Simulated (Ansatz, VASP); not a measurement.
Hg in VASP and in Ansatz

```
Hg
1.0
     4.47864    0.00000    0.00000
    -2.23932    3.87862    0.00000
     0.00000    0.00000    3.81770
Hg
3
Direct
  0.33333 0.66667 0.50000
  0.00000 0.00000 0.00000
  0.66667 0.33333 0.50000
```

Change from the starting cell: volume scaled by 0.96.

Alike in both runs: task single point; functional PBEsol; k mesh 8 × 8 × 9; occupations fermi-dirac, width 0.05 eV; no spin polarisation.

```csv
,VASP,Ansatz
version,VASP 6.6.1,Ansatz 0.2.0
potentials or method,"VASP PAW PBE potentials, release 64 (Hg), cutoff 520 eV","all-electron LAPW, scalar-relativistic"
```

VASP gave:

| Item | Value |
| --- | --- |
| pressure (GPa) | 12.5 |
| traceless stress, the component that is largest in VASP (GPa) | -11.21 |

Q: Estimate Ansatz's values.

A: Pressure (GPa): 11.5; traceless stress, the component that is largest in VASP (GPa): -10.50.

VASP's potentials were made for PBE, not for PBEsol. Ansatz ran all-electron here, and VASP with PAW potentials.

Neither program's run includes spin-orbit coupling.
